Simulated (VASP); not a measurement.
Runs of VASP 6.6.1 on SnTe (CsCl type). The structure is that of space group Pm-3m (No. 221), or close to it. The cells are those of the table. 

```tsv
task	cell	k mesh for the DOS	occupations for the DOS	gap on the mesh (eV)	pressure (GPa)
single point	a = 3.610 Å, 2 atoms	-	-	none	15.4
single point	a = 3.351 Å, 2 atoms	-	-	none	53.9
single point	a = 3.889 Å, 2 atoms	-	-	none	(a)
single point	a = 3.726 Å, 2 atoms	-	-	none	6.9
single point	a = 3.809 Å, 2 atoms	-	-	none	2.8
single point	a = 3.186 Å, 2 atoms	-	-	none	105.0
single point	a = 3.485 Å, 2 atoms	-	-	none	(b)
```

Alike in all rows: level PBE; potentials or basis VASP PAW PBE potentials, release 64 (Sn_d, Te); no spin polarisation; k mesh 13 × 13 × 13; cutoff (eV) 520; smearing fermi-dirac 0.05 eV.

Fill in the values left out.

(a) -0.1; (b) 29.7.

Caveats: spin-orbit coupling is left out, which moves the levels of the heavy elements.

A k mesh can miss the band edges, and the runs leave out spin-orbit coupling on Sn, Te.

A gap of «none» marks levels without a gap at the run's occupations.
